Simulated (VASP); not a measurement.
Wanted: the native input for a VASP 6.6.1 run.

```yaml
Task: single point
Functional: PBE
Potentials_or_basis: VASP PAW PBE potentials, release 64 (Te)
Cutoff: 520 eV
k_mesh: 12 × 12 × 1
Occupations: gaussian, width 0.1 eV
Spin: no spin polarisation
Dipole_correction: yes
Further_INCAR_settings: ALGO = Normal; EDIFF = 1e-07; NBANDS = 16
```

The structure of Te lies in POSCAR:

```
Te
1.0
    6.0724024341      0.0000000000      0.0000000000
   -3.0362012170      5.2588547699      0.0000000000
    0.0000000000      0.0000000000     23.8000000000
Te
3
Direct
    0.5000000000      0.0000000000      0.2941176471
    0.0000000000      0.5000000000      0.2941176471
    0.5000000000      0.5000000000      0.2941176471
```

These files were run (other wordings do the same):

INCAR

```
PREC = Accurate
ENCUT = 520
EDIFF = 1E-7
ISMEAR = 0
SIGMA = 0.1
LREAL = False
LASPH = True
NELM = 100
ALGO = Normal
ISIF = 2
LWAVE = False
LCHARG = True
LDIPOL = True
IDIPOL = 3
DIPOL = 0.5 0.5 0.294
GGA = PE
LELF = True
LVHAR = True
LVACPOTAV = True
NBANDS = 16
```

KPOINTS

```
Automatic mesh
0
Gamma
  12 12 1
```

Potentials or basis: VASP PAW PBE potentials, release 64 (Te).

Command:

```console
$ cat potpaw_PBE.64/Te/POTCAR > POTCAR
$ mpirun -np 1 vasp_std > vasp.out
```

Results of the run:

The band gap on the k mesh is zero (band 9 reaches -3.74 eV, above the bottom of band 10 at -4.63 eV), the work function of the upper face is 5.27 eV and the work function of the lower face is 5.27 eV.

Caveat: spin-orbit coupling is left out, which moves the levels of the heavy elements.

It took 5 min on 1 thread of Intel(R) Xeon(R) Platinum 8488C (Sapphire Rapids), with other jobs on the host, peak memory 0.83 GiB.
